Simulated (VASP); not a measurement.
Set up this calculation in VASP 6.6.1, as the native input.

| Quantity | Value |
| --- | --- |
| Task | relaxation of cell and atoms |
| Functional | BLYP |
| Dispersion | D3(BJ) |
| Potentials or basis | VASP PAW PBE potentials, release 64 (Ti_sv) |
| Cutoff | 600 eV |
| k mesh | 8 × 8 × 12 |
| Occupations | methfessel-paxton, width 0.1 eV |
| Spin | no spin polarisation |
| Dipole correction | no |
| Further INCAR settings | ALGO = Normal; EDIFF = 1e-07; IBRION = 2; EDIFFG = -0.01; NSW = 80; ISIF = 3 |

The structure of Ti lies in POSCAR:

```
Ti
1.0
    4.6000000000      0.0000000000      0.0000000000
   -2.3000000000      3.9837170000      0.0000000000
    0.0000000000      0.0000000000      2.8200000000
Ti
3
Direct
    0.0000000000      0.0000000000      0.0000000000
    0.3333333333      0.6666666667      0.5000000000
    0.6666666667      0.3333333333      0.5000000000
```

This isn't the form of Ti at room conditions, which is hcp.

The input as run:

INCAR

```
  PREC = Accurate
  ENCUT = 600
  EDIFF = 1E-7
  ISMEAR = 1
  SIGMA = 0.1
  LREAL = F
  LASPH = T
  NELM = 60
  ALGO = Normal
  ISIF = 3
  LWAVE = F
  LCHARG = F
  GGA = B5
  ALDAX = 1.0
  AGGAX = 1.0
  AGGAC = 1.0
  ALDAC = 0.0
  IVDW = 12
  VDW_S6 = 1.0
  VDW_S8 = 2.6996
  VDW_A1 = 0.4298
  VDW_A2 = 4.2359
  IBRION = 2
  NSW = 80
  EDIFFG = -0.01
```

KPOINTS

```
Automatic mesh
0
Gamma
  8 8 12
```

Potentials or basis: VASP PAW PBE potentials, release 64 (Ti_sv).

Command:

```console
$ cat potpaw_PBE.64/Ti_sv/POTCAR > POTCAR
$ mpirun -np 1 vasp_std > vasp.out
```

It gave:

| Quantity | Value |
| --- | --- |
| Relaxed volume | 15.35 Å³/atom |
| Relaxed cell | a = 4.406 Å, b = 4.406 Å, c = 2.739 Å, α = 90.00°, β = 90.00°, γ = 120.00° |
| Space group after relaxing (to 0.1 Å) | P6/mmm (No. 191) |
| Energy gained by relaxing | 77.5 meV/atom |
| Ionic steps | 8 |
| Pressure after relaxing | 0.0 GPa |
| Band gap on the k mesh | zero (bands 18 and 19 overlap by 0.44 eV) |
| Dispersion energy per atom | -1.619 eV |

Caveat: the dispersion term is far too large for a dense solid, which distorts pressure and volume; the PAW data sets were made with another functional, which shifts forces and pressure a little.

Run time: 6.9 min on 1 thread of AMD EPYC 9R45 96-Core Processor (Zen 5) (shared host), peak memory 0.23 GiB.
